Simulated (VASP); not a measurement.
The system is Hf.

```
CELL_PARAMETERS angstrom
3.08709 0.00000 0.00000
-1.54355 2.67350 0.00000
0.00000 0.00000 4.88644
ATOMIC_POSITIONS crystal
Hf 0.33333 0.66667 0.25000
Hf 0.66667 0.33333 0.75000
```

```yaml
Program: VASP 6.6.1
Task: relaxation of cell and atoms
Functional: PBEsol
Potentials_or_basis: VASP PAW PBE potentials, release 64 (Hf_pv)
Cutoff: 600 eV
k_mesh: 6 × 6 × 4
Occupations: gaussian, width 0.1 eV
Spin: no spin polarisation
```

At the start: pressure 8.0 GPa; volume 20.16 Å³/atom.

**Question.** Where does the relaxation end?

**Answer.** Over 3 steps the energy falls by 32.6 meV/atom and the volume is 21.56 Å³/atom (+6.9 %); space group P6_3/mmc (No. 194, to 0.1 Å) before and after.

The path:
| step | energy change (eV) | largest force (eV/Å) | pressure (GPa) | volume (Å³) |
| --- | --- | --- | --- | --- |
| 1 | 0.0000 | 0.0000 | 8.00 | 40.33 |
| 2 | 0.0183 | 0.0000 | -7.46 | 46.50 |
| 3 | -0.0651 | 0.0000 | -0.11 | 43.12 |

Final structure:
```cif
data_structure
_symmetry_space_group_name_H-M 'P 1'
_symmetry_Int_Tables_number 1
_cell_length_a 3.1549
_cell_length_b 3.1549
_cell_length_c 5.0019
_cell_angle_alpha 90.000
_cell_angle_beta 90.000
_cell_angle_gamma 120.000
_cell_volume 43.12
loop_
_atom_site_label
_atom_site_type_symbol
_atom_site_fract_x
_atom_site_fract_y
_atom_site_fract_z
_atom_site_occupancy
Hf1 Hf 0.33333 0.66667 0.25000 1
Hf2 Hf 0.66667 0.33333 0.75000 1
```

Caveat: the k points lie up to 0.38 Å⁻¹ apart in the final cell, too coarse for converged energies and pressures of a metal; the PAW data sets were made with another functional, which shifts forces and pressure a little.
